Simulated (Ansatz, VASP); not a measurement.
Given: the input of a run of VASP 6.6.1 on TiC.

Contents of INCAR:

```
PREC = Accurate
ENCUT = 600
EDIFF = 1E-6
ISMEAR = -1
SIGMA = 0.05
LREAL = False
LASPH = True
NELM = 60
ALGO = Normal
ISIF = 3
LWAVE = False
LCHARG = False
GGA = PE
IVDW = 13
IBRION = 2
NSW = 80
EDIFFG = -0.005
```

File KPOINTS:

```
regular mesh
0
Gamma
  11 11 11
```

File POSCAR:

```
TiC
1.0
    0.0000000000      2.1657188437      2.1657188437
    2.1657188437      0.0000000000      2.1657188437
    2.1657188437      2.1657188437      0.0000000000
Ti C
1 1
Direct
    0.0000000000      0.0000000000      0.0000000000
    0.5000000000      0.5000000000      0.5000000000
```

Potentials or basis: VASP PAW PBE potentials, release 64 (Ti_sv, C).

The run is started by

```console
$ cat potpaw_PBE.64/Ti_sv/POTCAR potpaw_PBE.64/C/POTCAR > POTCAR
$ mpirun -np 1 vasp_std > vasp.out
```

Set up the same calculation for Ansatz 0.2.0. Potentials there: all-electron LAPW, scalar-relativistic.

As run (the cutoff follows the program's own potentials):

File input.yaml:

```yaml
crystal:
  lattice:
    - [0.0, 2.1657188437, 2.1657188437]
    - [2.1657188437, 0.0, 2.1657188437]
    - [2.1657188437, 2.1657188437, 0.0]
  atoms:
    - { symbol: Ti, position: [0.0, 0.0, 0.0] }
    - { symbol: C, position: [0.5, 0.5, 0.5] }
kpoints:
  mp_grid: { grid: [11, 11, 11] }
scf:
  occupations: { method: fermi_dirac, width: 0.05 }
hamiltonian:
  xc: pbe
  dispersion: d4
  pseudopotentials: { kind: all_electron, lapw: { basis_error: 0.001 } }
output:
  forces: true
  stress: true
relax:
  f_tol: 0.005
  max_steps: 60
  cell: {}
```

Potentials or basis: all-electron LAPW, scalar-relativistic.

The run is started by

```console
$ ansatz run input.yaml --threads 1 --pin off --max-ram 3072MiB --backend cpu --events-out ev --progress --plain --runs-dir out
```

Both were run:

|  | VASP | Ansatz | Ansatz less VASP |
| --- | --- | --- | --- |
| relaxed volume (Å³/atom) | 9.98 | 9.97 | -0.007 |
| relaxed cell length with the largest relative difference (Å) | 3.045 | 3.044 | -0.0007 |

Ansatz ran all-electron here, and VASP with PAW potentials.
